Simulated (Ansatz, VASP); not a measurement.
## Two plane-wave programs on Nb

```
Nb
1.0
    -1.66160    1.66160    1.66160
     1.66160   -1.66160    1.66160
     1.66160    1.66160   -1.66160
Nb
1
Direct
  0.00000 0.00000 0.00000
```

Alike in both runs: functional revPBE; k mesh 13 × 13 × 13; occupations fermi-dirac, width 0.1 eV; no spin polarisation.

Ansatz relaxed the structure, and its values are those at the end. VASP's run is a single point on that final structure, the one shown.

|  | VASP | Ansatz |
| --- | --- | --- |
| version | VASP 6.6.1 | Ansatz 0.2.0 |
| potentials or method | VASP PAW PBE potentials, release 64 (Nb_sv), cutoff 520 eV | plane waves (420 eV) with PAW, scalar-relativistic |
| valence electrons in the cell | 13 | 13 |

```tsv
	VASP	Ansatz	Ansatz less VASP
pressure (GPa)	-0.3	0.0	+0.31
```

VASP's potentials were made for PBE, not for revPBE. With one functional, cell and mesh, what is left measures potentials, basis and numerics.
